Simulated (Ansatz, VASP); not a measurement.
# Ca in VASP and in Ansatz

The input INCAR:

```
PREC = Accurate
ENCUT = 600
EDIFF = 1E-6
ISMEAR = 0
SIGMA = 0.1
LREAL = False
LASPH = True
NELM = 80
ALGO = Fast
ISIF = 3
LWAVE = False
LCHARG = False
GGA = PE
IVDW = 12
IBRION = 2
NSW = 70
EDIFFG = -0.005
```

Contents of KPOINTS:

```
Automatic mesh
0
Gamma
  14 14 14
```

Contents of POSCAR:

```
Ca
1.0
    0.0000000000      2.7623962668      2.7623962668
    2.7623962668      0.0000000000      2.7623962668
    2.7623962668      2.7623962668      0.0000000000
Ca
1
Direct
    0.0000000000      0.0000000000      0.0000000000
```

Input for Ansatz:

```yaml
crystal:
  lattice:
    - [0.0, 2.7623962668, 2.7623962668]
    - [2.7623962668, 0.0, 2.7623962668]
    - [2.7623962668, 2.7623962668, 0.0]
  atoms:
    - { symbol: Ca, position: [0.0, 0.0, 0.0] }
basis:
  ecutwfc: 420
kpoints:
  mp_grid: { grid: [14, 14, 14] }
hamiltonian:
  xc: pbe
  dispersion: d3bj
scf:
  occupations: { method: gaussian, width: 0.1 }
output:
  forces: true
  stress: true
  eigenvalues: true
relax:
  adjacent_minimum: "off"
  f_tol: 0.005
  max_steps: 50
  cell: { stress_tol: 0.05 }
```

Alike in both runs: task relaxation of cell and atoms; functional PBE; dispersion D3(BJ); k mesh 14 × 14 × 14; occupations gaussian, width 0.1 eV; no spin polarisation.

|  | VASP | Ansatz |
| --- | --- | --- |
| version | VASP 6.6.1 | Ansatz 0.2.0 |
| potentials or method | VASP PAW PBE potentials, release 64 (Ca_sv), cutoff 600 eV | scalar-relativistic, plane waves, PAW |
| valence electrons in the cell | 10 | 10 |

Ansatz gave:

```
gap on the k mesh at the Fermi level, each at its own relaxed structure (eV) : none
relaxed volume (Å³/atom)                                                     : 40.08
relaxed cell length with the largest relative difference (Å)                 : 3.841
```

Task: Estimate VASP's values.

Result: gap on the k mesh at the Fermi level, each at its own relaxed structure (eV): none; relaxed volume (Å³/atom): 40.21; relaxed cell length with the largest relative difference (Å): 3.845.

A gap of «none» marks a metal or a gap that the smearing closes.
